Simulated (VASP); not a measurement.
# Al2BN3 (P-62m) in VASP: a series of runs

The runs below take Al2BN3 through relaxation of cell and atoms, with PBE.

All numbers are computed with VASP 6.6.1; they aren't measurements. Logs are shortened: lines on timing, memory, paths and dates and some standing lists are left out, and cuts for length are marked.

### Step 1. The cell of the first run

Symmetry: P-62m, No. 189, hexagonal system. Conventional cell: a = 5.102 Å, b = 5.102 Å, c = 7.758 Å, α = 90.00°, β = 90.00°, γ = 120.00°. Al (site symmetry -62m) has 3 N at 1.95 Å within 2.6 Å. Al (site symmetry -6) has 3 N at 1.70 Å within 2.3 Å. Within 2.3 Å of Al (site symmetry -62m) lie 3 N at 1.70 Å. B (site symmetry -6) has 3 N at 1.59 Å within 2.1 Å. N (site symmetry m2m) has 3 Al at 1.70 Å within 2.3 Å. N (site symmetry m2m) has 2 B at 1.59 Å and 1 Al at 1.95 Å within 2.1 Å.

### Step 2. Relaxation of cell and atoms, PBE

File INCAR:

```
  PREC = Accurate
  ENCUT = 600
  EDIFF = 1E-7
  ISMEAR = 0
  SIGMA = 0.02
  LREAL = F
  LASPH = T
  NELM = 60
  ALGO = Normal
  ISIF = 3
  LWAVE = F
  LCHARG = F
  GGA = PE
  IBRION = 2
  NSW = 100
  EDIFFG = -0.01
```

File KPOINTS:

```
Automatic mesh
0
Gamma
  6 6 4
```

File POSCAR:

```
Al2BN3
1.0
    5.1020333199      0.0000000000      0.0000000000
   -2.5510166599      4.4184904660      0.0000000000
    0.0000000000      0.0000000000      7.7584785351
Al B N
4 2 6
Direct
    0.0000000000      0.0000000000      0.5000000000
    0.3333333333      0.6666666667      0.0000000000
    0.0000000000      0.0000000000      0.0000000000
    0.6666666667      0.3333333333      0.0000000000
    0.3333333333      0.6666666667      0.5000000000
    0.6666666667      0.3333333333      0.5000000000
    0.6669764937      0.0000000000      0.0000000000
    0.3330235063      0.3330235063      0.0000000000
    0.0000000000      0.6669764937      0.0000000000
    0.3818984479      0.0000000000      0.5000000000
    0.0000000000      0.3818984479      0.5000000000
    0.6181015521      0.6181015521      0.5000000000
```

Potentials or basis: VASP PAW PBE potentials, release 64 (Al, B, N).

Run with:

```sh
> cat potpaw_PBE.64/Al/POTCAR potpaw_PBE.64/B/POTCAR potpaw_PBE.64/N/POTCAR > POTCAR
> mpirun -np 1 vasp_std > vasp.out
```

OUTCAR:

```text
PREC = Accurate
   ENCUT = 600
   EDIFF = 1E-7
   ISMEAR = 0
   LREAL = F
   LASPH = T
   NELM = 60
   ISIF = 3
   GGA = PE
   IBRION = 2
   NSW = 100
   EDIFFG = -0.01

 ion  position               nearest neighbor table
   1  0.000  0.000  0.500-  11 1.95  10 1.95  12 1.95
   2  0.333  0.667  0.000-   9 1.70   7 1.70   8 1.70   3 2.95   4 2.95   4 2.95   3 2.95   3 2.95
                             4 2.95
   3  0.000  0.000  0.000-   9 1.70   7 1.70   8 1.70   4 2.95   2 2.95   2 2.95   4 2.95   4 2.95
                             2 2.95
   4  0.667  0.333  0.000-   7 1.70   9 1.70   8 1.70   3 2.95   2 2.95   2 2.95   3 2.95   3 2.95
                             2 2.95
   5  0.333  0.667  0.500-  10 1.59  11 1.59  12 1.59
   6  0.667  0.333  0.500-  11 1.59  10 1.59  12 1.59
   7  0.667  0.000  0.000-   3 1.70   4 1.70   2 1.70
   8  0.333  0.333  0.000-   3 1.70   2 1.70   4 1.70
   9  0.000  0.667  0.000-   3 1.70   2 1.70   4 1.70
  10  0.382  0.000  0.500-   5 1.59   6 1.59   1 1.95
  11  0.000  0.382  0.500-   6 1.59   5 1.59   1 1.95
  12  0.618  0.618  0.500-   6 1.59   5 1.59   1 1.95

  LATTYP: Found a hexagonal cell.
 ALAT       =     5.1020333199
 C/A-ratio  =     1.5206640272

  Lattice vectors:

 A1 = (   5.1020333199,   0.0000000000,   0.0000000000)
 A2 = (  -2.5510166599,   4.4184904660,   0.0000000000)
 A3 = (   0.0000000000,   0.0000000000,   7.7584785351)

Analysis of symmetry for initial positions (statically):
=====================================================================
 Subroutine PRICEL returns:
 Original cell was already a primitive cell.

 Routine SETGRP: Setting up the symmetry group for a
 hexagonal supercell.

 Subroutine GETGRP returns: Found 12 space group operations
 (whereof 12 operations were pure point group operations)
 out of a pool of 24 trial point group operations.

The static configuration has the point symmetry D_3h.

Analysis of symmetry for dynamics (positions and initial velocities):
=====================================================================
 Subroutine PRICEL returns:
 Original cell was already a primitive cell.

 Routine SETGRP: Setting up the symmetry group for a
 hexagonal supercell.

 Subroutine GETGRP returns: Found 12 space group operations
 (whereof 12 operations were pure point group operations)
 out of a pool of 24 trial point group operations.

The dynamic configuration has the point symmetry D_3h.

 Subroutine INISYM returns: Found 12 space group operations
 (whereof 12 operations are pure point group operations),
 and found     1 'primitive' translations

----------------------------------------------------------------------------------------

                                     Primitive cell

  volume of cell :     174.9016

  direct lattice vectors                    reciprocal lattice vectors
     5.102033320  0.000000000  0.000000000     0.196000288  0.113160819  0.000000000
    -2.551016660  4.418490466  0.000000000     0.000000000  0.226321638  0.000000000
     0.000000000  0.000000000  7.758478535     0.000000000  0.000000000  0.128891250

  length of vectors
     5.102033320  5.102033320  7.758478535     0.226321638  0.226321638  0.128891250

  position of ions in fractional coordinates (direct lattice)
     0.000000000  0.000000000  0.500000000
     0.333333333  0.666666667  0.000000000
     0.000000000  0.000000000  0.000000000
     0.666666667  0.333333333  0.000000000
     0.333333333  0.666666667  0.500000000
     0.666666667  0.333333333  0.500000000
     0.666976494  0.000000000  0.000000000
     0.333023506  0.333023506  0.000000000
     1.000000000  0.666976494  0.000000000
     0.381898448  0.000000000  0.500000000
     1.000000000  0.381898448  0.500000000
     0.618101552  0.618101552  0.500000000

  ion indices of the primitive-cell ions
   primitive index   ion index
                 1           1
                 2           2
                 3           3
                 4           4
                 5           5
                 6           6
                 7           7
                 8           8
                 9           9
                10          10
                11          11
                12          12

----------------------------------------------------------------------------------------

 KPOINTS: Automatic mesh

Automatic generation of k-mesh.
 Grid dimensions read from file:
 generate k-points for:    6    6    4

 Generating k-lattice:

  Cartesian coordinates                     Fractional coordinates (reciprocal lattice)
     0.032666715  0.018860137  0.000000000     0.166666667  0.000000000  0.000000000
     0.000000000  0.037720273  0.000000000     0.000000000  0.166666667  0.000000000
     0.000000000  0.000000000  0.032222813     0.000000000  0.000000000  0.250000000

  Length of vectors
     0.037720273  0.037720273  0.032222813

  Shift w.r.t. Gamma in fractional coordinates (k-lattice)
     0.000000000  0.000000000  0.000000000

 Subroutine IBZKPT returns following result:
 ===========================================

 Found     21 irreducible k-points:

 Following reciprocal coordinates:
            Coordinates               Weight
  0.000000  0.000000  0.000000      1.000000
  0.166667  0.000000  0.000000      6.000000
  0.333333  0.000000  0.000000      6.000000
  0.500000  0.000000  0.000000      3.000000
  0.166667  0.166667  0.000000      6.000000
  0.333333  0.166667  0.000000     12.000000
[... 13 lines left out ...]
  0.333333  0.166667  0.500000     12.000000
  0.333333  0.333333  0.500000      2.000000
   k-points           NKPTS =     21   k-points in BZ     NKDIM =     21   number of bands    NBANDS=     31
   number of dos      NEDOS =    301   number of ions     NIONS =     12
   total plane-waves  NPLWV = 112896
   dimension x,y,z NGX =    42 NGY =   42 NGZ =   64
   dimension x,y,z NGXF=    84 NGYF=   84 NGZF=  128
   ions per type =               4   2   6
   NGX,Y,Z   is equivalent  to a cutoff of  13.69, 13.69, 13.71 a.u.
   NGXF,Y,Z  is equivalent  to a cutoff of  27.37, 27.37, 27.43 a.u.
 SYSTEM =  unknown system
   PREC   = accura    normal or accurate (medium, high low for compatibility)
   ISTART =      0    job   : 0-new  1-cont  2-samecut
   ICHARG =      2    charge: 1-file 2-atom 10-const
   ISPIN  =      1    spin polarized calculation?
   LNONCOLLINEAR =      F non collinear calculations
   LSORBIT =      F    spin-orbit coupling
   LASPH  =      T    aspherical Exc in radial PAW
   ENCUT  =  600.0 eV  44.10 Ry    6.64 a.u.  10.19 10.19 15.50*2*pi/ulx,y,z
   NELM   =     60;   NELMIN=  2; NELMDL= -5     # of ELM steps
   EDIFF  = 0.1E-06   stopping-criterion for ELM
   LREAL  =      F    real-space projection
   EDIFFG = -.1E-01   stopping-criterion for IOM
   NSW    =    100    number of steps for IOM
   IBRION =      2    ionic relax: 0-MD 1-quasi-New 2-CG
   NFREE  =      1    steps in history (QN), initial steepest desc. (CG)
   ISIF   =      3    stress and relaxation
   ISYM   =      2    0-nonsym 1-usesym 2-fastsym
   POTIM  = 0.5000    time-step for ionic-motion
   TEBEG  =    0.0;   TEEND  =   0.0 temperature during run
   PSTRESS=    0.0 pullay stress
   NELECT =      48.0000    total number of electrons
   NUPDOWN=      -1.0000    fix difference up-down
   EMIN   =  10.00;   EMAX   =-10.00  energy-range for DOS
   EFERMI =   0.00;   METHOD = LEGACY
   ISMEAR =     0;   SIGMA  =   0.02  broadening in eV -4-tet -1-fermi 0-gaus
   EFERMI_NEDOS =   21; number of points for ismear=-14 and -15
   IALGO  =     38    algorithm
   IMIX   =      4    mixing-type and parameters
     AMIX     =   0.40;   BMIX     =  1.00
     AMIX_MAG =   1.60;   BMIX_MAG =  1.00
  volume/ion in A,a.u.               =      14.58        98.36
  Fermi-wavevector in a.u.,A,eV,Ry     =   1.063875  2.010432 15.399486  1.131830
  Thomas-Fermi vector in A             =   2.199375
   LORBIT       =      0    0 simple, 1 ext, 2 COOP (PROOUT), +10 PAW based schemes
   GGA     = PE    functional components
   LHFCALC =     F    Hartree Fock is set to
   AEXX    =    0.0000 exact exchange contribution
   IVDW    =     0    specifies the selected vdW correction
   LEPSILON=     F    determine dielectric tensor
   LRPA    =     F    only Hartree local field effects (RPA)
 conjugate gradient relaxation of ions
 non-spin polarized calculation
 Gauss-broadening in eV      SIGMA  =   0.02
  energy-cutoff  :      600.00
  volume of cell :      174.90
 maximum number of plane-waves:      5868
 NGX is ok and might be reduce to    42
   NGX = 21   NGY = 21   NGZ = 31

--------------------------------------- Ionic step        1  -------------------------------------------

 number of electron      47.9999995 magnetization

 Free energy of the ion-electron system (eV)
  ---------------------------------------------------
  ext. energy  EPLUGINS =         0.00000000
  ---------------------------------------------------
  free energy    TOTEN  =       -86.60482305 eV

  energy without entropy =      -86.60482305  energy(sigma->0) =      -86.60482305

------------------------ aborting loop because EDIFF is reached ----------------------------------------

  FORCE on cell =-STRESS in cart. coord.  units (eV):
  Direction    XX          YY          ZZ          XY          YZ          ZX
  --------------------------------------------------------------------------------------
  -------------------------------------------------------------------------------------
  Total       -0.0575635     -0.0575635      0.1592888     -0.0000000      0.0000000      0.0000000
  in kB       -0.5273080     -0.5273080      1.4591569     -0.0000000      0.0000000      0.0000000
  external PRESSURE =       0.1348470 kB  Pullay stress =       0.0000000 kB
[... 119 lines left out ...]
  FREE ENERGIE OF THE ION-ELECTRON SYSTEM (eV)
  ---------------------------------------------------
  free  energy   TOTEN  =       -86.6049321527 eV

  energy  without entropy=      -86.6049321527  energy(sigma->0) =      -86.60493215

[... ionic steps 4 to 18 ...]

--------------------------------------- Ionic step       19  -------------------------------------------

 number of electron      48.0000006 magnetization

------------------------ aborting loop because EDIFF is reached ----------------------------------------

  FORCE on cell =-STRESS in cart. coord.  units (eV):
  Direction    XX          YY          ZZ          XY          YZ          ZX
  --------------------------------------------------------------------------------------
  -------------------------------------------------------------------------------------
  Total       -0.0363785     -0.0363785      0.0024142     -0.0000000     -0.0000000      0.0000000
  in kB       -0.3217378     -0.3217378      0.0213514     -0.0000000     -0.0000000      0.0000000
  external PRESSURE =      -0.2073748 kB  Pullay stress =       0.0000000 kB
[... 77 lines left out ...]
  energy  without entropy=      -86.6073945619  energy(sigma->0) =      -86.60739456

--------------------------------------- Ionic step       21  -------------------------------------------

 number of electron      48.0000006 magnetization

 Free energy of the ion-electron system (eV)
  ---------------------------------------------------
  ext. energy  EPLUGINS =         0.00000000
  ---------------------------------------------------
  free energy    TOTEN  =       -86.60740181 eV

  energy without entropy =      -86.60740181  energy(sigma->0) =      -86.60740181

 E-fermi :   1.6365     XC(G=0):  -8.4588

 val. band max:        1.5015243689   @ k =   0.0000   0.0000   0.5000
 cond. band min:       3.9225083065   @ k =   0.0000   0.0000   0.0000
 fundamental gap:      2.4209839376
 Fermi energy:         1.6364804197

 k-point     1 :       0.0000    0.0000    0.0000
  band No.  band energies     occupation
      1     -13.9543      2.00000
      2     -12.6435      2.00000
      3     -11.7098      2.00000
      4     -11.7098      2.00000
      5     -10.6297      2.00000
      6     -10.6297      2.00000
[... 742 lines left out ...]
  FREE ENERGIE OF THE ION-ELECTRON SYSTEM (eV)
  ---------------------------------------------------
  free  energy   TOTEN  =       -86.6074018074 eV

  energy  without entropy=      -86.6074018074  energy(sigma->0) =      -86.60740181

 reached required accuracy - stopping structural energy minimisation
```

It took 42 min on 1 thread of Oxide Virtual Turin-like, shared host; peak memory 0.36 GiB.

What came out:

```
Free energy                           : -86.6074 eV
Relaxed volume                        : 15.10 Å³/atom
Relaxed cell                          : a = 5.102 Å, b = 5.102 Å, c = 8.040 Å, α = 90.00°, β = 90.00°, γ = 120.00°
Space group after relaxing (to 0.1 Å) : P-62m (No. 189)
Energy gained by relaxing             : 0.2 meV/atom
Ionic steps                           : 21
Pressure after relaxing               : 0.0 GPa
Largest force after relaxing          : 0.008 eV/Å
Band gap on the k mesh                : 2.42 eV
```

Forces in eV/Å, atoms in the order of the input:
```
Al   0.000  0.000  0.000
Al   0.000  0.000  0.000
Al   0.000  0.000  0.000
Al   0.000  0.000  0.000
B    0.000  0.000  0.000
B    0.000  0.000  0.000
N    0.001  0.000  0.000
N   -0.001 -0.001  0.000
N   -0.001  0.001  0.000
N    0.008  0.000  0.000
N   -0.004  0.007  0.000
N   -0.004 -0.007  0.000
```

The path:
| step | energy change (eV) | largest force (eV/Å) | pressure (GPa) | volume (Å³) |
| --- | --- | --- | --- | --- |
| 1 | 0.0000 | 0.0112 | 0.01 | 174.90 |
| 2 | -0.0001 | 0.0133 | 0.10 | 174.93 |
| 3 | -0.0001 | 0.0195 | 0.13 | 174.94 |
| 4 | -0.0002 | 0.0183 | 0.12 | 175.01 |
| 5 | -0.0003 | 0.0147 | 0.09 | 175.22 |
| 6 | -0.0005 | 0.0346 | 0.02 | 175.63 |
| 7 | -0.0006 | 0.0752 | -0.10 | 176.47 |
| 8 | -0.0006 | 0.0623 | -0.06 | 176.20 |
| 9 | -0.0007 | 0.0621 | -0.05 | 176.28 |
| 10 | -0.0009 | 0.0613 | -0.03 | 176.52 |
| 11 | -0.0012 | 0.0597 | 0.02 | 177.00 |
| 12 | -0.0017 | 0.0564 | 0.12 | 177.95 |
| 13 | -0.0018 | 0.0552 | 0.32 | 179.85 |
| 14 | -0.0019 | 0.0524 | 0.25 | 179.17 |
| 15 | -0.0021 | 0.0461 | 0.20 | 179.51 |
| 16 | -0.0025 | 0.0269 | 0.06 | 180.54 |
| 17 | -0.0022 | 0.0489 | -0.21 | 182.61 |
| 18 | -0.0026 | 0.0144 | -0.03 | 181.22 |
| 19 | -0.0026 | 0.0156 | -0.02 | 181.16 |
| 20 | -0.0026 | 0.0115 | -0.01 | 181.19 |
| 21 | -0.0026 | 0.0079 | -0.01 | 181.21 |

Final structure:
```xyz
12
Lattice="5.1016 0.0000 0.0000 -2.5508 4.4181 0.0000 0.0000 0.0000 8.0398" Properties=species:S:1:pos:R:3 pbc="T T T"
Al    0.0000    0.0000    4.0199
Al    0.0000    2.9454    0.0000
Al    0.0000    0.0000    0.0000
Al    2.5508    1.4727    0.0000
B     0.0000    2.9454    4.0199
B     2.5508    1.4727    4.0199
N     3.4022    0.0000    0.0000
N     0.8497    1.4717    0.0000
N    -1.7011    2.9464    0.0000
N     1.9467    0.0000    4.0199
N    -0.9734    1.6859    4.0199
N     1.5774    2.7322    4.0199
```

Levels at points of the mesh, in eV from the valence-band top:
```csv
k point,band 21,band 22,band 23,band 24,band 25,band 26,band 27,band 28
"(0.00, 0.00, 0.00)",-0.24,-0.24,0.00,0.00,2.42,3.08,4.34,5.44
"(0.50, 0.00, 0.00)",-1.20,-1.19,-0.61,-0.32,3.87,3.89,5.09,5.33
"(0.00, 0.00, 0.50)",-0.23,-0.23,0.00,0.00,3.15,3.50,3.58,5.38
"(0.50, 0.00, 0.50)",-1.32,-1.20,-0.60,-0.35,3.77,4.19,4.93,5.73
```

(Part 1 of 2 ends here.)
